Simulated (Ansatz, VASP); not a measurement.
Two plane-wave programs on Ge2Sb2Te5

INCAR

```
ALGO     = Normal         # electronic algorithm
EDIFF    = 1E-6           # SCF threshold, eV
ENCUT    = 520            # plane-wave cutoff, eV
GGA      = PE             # functional
ISIF     = 2              # what is computed and relaxed
ISMEAR   = 0              # smearing method
LASPH    = True           # aspherical terms in the spheres
LCHARG   = False          # write CHGCAR
LREAL    = False          # projectors in reciprocal space
LWAVE    = False          # write WAVECAR
NBANDS   = 44             # bands
NELM     = 100            # most SCF steps
PREC     = Accurate       # precision mode
SIGMA    = 0.03           # smearing width, eV
```

KPOINTS

```
k-points
0
Gamma
  9 9 2
```

The input POSCAR:

```
Ge2Sb2Te5
1.0
    4.1645000000      0.0000000000      0.0000000000
   -2.0822500000      3.6065627941      0.0000000000
    0.0000000000      0.0000000000     17.7851000000
Ge Sb Te
2 2 5
Direct
    0.0000000000      0.0000000000      0.3314713560
    0.0000000000      0.0000000000      0.6685286440
    0.3333333333      0.6666666667      0.1121550832
    0.6666666667      0.3333333333      0.8878449168
    0.0000000000      0.0000000000      0.0000000000
    0.3333333333      0.6666666667      0.7913602895
    0.6666666667      0.3333333333      0.2086397105
    0.3333333333      0.6666666667      0.4097504733
    0.6666666667      0.3333333333      0.5902495267
```

Input for Ansatz:

```yaml
crystal:
  lattice:
    - [4.1645, 0.0, 0.0]
    - [-2.08225, 3.6065627941, 0.0]
    - [0.0, 0.0, 17.7851]
  atoms:
    - { symbol: Ge, position: [0.0, 0.0, 0.331471356] }
    - { symbol: Ge, position: [0.0, 0.0, 0.668528644] }
    - { symbol: Sb, position: [0.3333333333, 0.6666666667, 0.1121550832] }
    - { symbol: Sb, position: [0.6666666667, 0.3333333333, 0.8878449168] }
    - { symbol: Te, position: [0.0, 0.0, 0.0] }
    - { symbol: Te, position: [0.3333333333, 0.6666666667, 0.7913602895] }
    - { symbol: Te, position: [0.6666666667, 0.3333333333, 0.2086397105] }
    - { symbol: Te, position: [0.3333333333, 0.6666666667, 0.4097504733] }
    - { symbol: Te, position: [0.6666666667, 0.3333333333, 0.5902495267] }
basis:
  ecutwfc: 420
kpoints:
  mp_grid: { grid: [9, 9, 2] }
hamiltonian:
  xc: pbe
  pseudopotentials: { kind: paw, azcp: { folder: soft_1 } }
scf:
  occupations: { method: gaussian, width: 0.03 }
output:
  forces: true
  stress: true
  eigenvalues: true
```

Alike in both runs: task single point; functional PBE; k mesh 9 × 9 × 2; occupations gaussian, width 0.03 eV; no spin polarisation.

|  | VASP | Ansatz |
| --- | --- | --- |
| version | VASP 6.6.1 | Ansatz 0.2.0 |
| potentials or method | VASP PAW PBE potentials, release 64 (Ge_d, Sb, Te), cutoff 520 eV | scalar-relativistic, plane waves, PAW |
| valence electrons in the cell | 68 | 138 |

Ansatz gave:

- gap on the k mesh at the Fermi level (eV): 0.08
- least direct gap on the mesh (eV): 0.14
- pressure (GPa): 3.4
- traceless stress, the component that is largest in VASP (GPa): -0.28
- rms of the force components (eV/Å): 0.176

Q: Estimate VASP's values.

A: gap on the k mesh at the Fermi level (eV): 0.08; least direct gap on the mesh (eV): 0.15; pressure (GPa): 3.5; traceless stress, the component that is largest in VASP (GPa): -0.29; rms of the force components (eV/Å): 0.186.

Atom by atom the forces differ by 0.011 eV/Å (rms over components). VASP's potentials hold 68 valence electrons a cell and Ansatz's 138, so a difference there can come from the potentials and not from the codes.

Neither program's run includes spin-orbit coupling.
